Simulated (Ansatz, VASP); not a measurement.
# One calculation of HfSi5, two programs

```
Hf Si
1.0
     5.01176    0.00000    0.00000
    -2.50588    4.34031    0.00000
     0.00000    0.00000    4.28542
Hf Si
1 5
Direct
  0.00000 0.00000 0.00000
  0.50000 0.00000 0.50000
  0.50000 0.50000 0.50000
  0.00000 0.50000 0.50000
  0.33333 0.66667 0.00000
  0.66667 0.33333 0.00000
```

Change from the starting cell: species swapped into the YFe5 type (P6/mmm, No. 191).

Alike in both runs: functional PBE; k mesh 12 × 12 × 10; occupations gaussian, width 0.1 eV; no spin polarisation.

Ansatz relaxed the structure, and its values are those at the end. VASP's run is a single point on that final structure, the one shown.

|  | VASP | Ansatz |
| --- | --- | --- |
| version | VASP 6.6.1 | Ansatz 0.2.0 |
| potentials or method | VASP PAW PBE potentials, release 64 (Hf_pv, Si), cutoff 520 eV | scalar-relativistic, plane waves, PAW |
| valence electrons in the cell | 30 | 46 |

Ansatz gave:

```
gap on the k mesh at the Fermi level (eV) : none
pressure (GPa)                            : 0.0
```

Question: Estimate VASP's values.

Answer: gap on the k mesh at the Fermi level (eV): none; pressure (GPa): -0.3.

A gap of «none» marks a metal or a gap that the smearing closes. VASP's potentials hold 30 valence electrons a cell and Ansatz's 46, so a difference there can come from the potentials and not from the codes.

Spin-orbit coupling is off throughout.
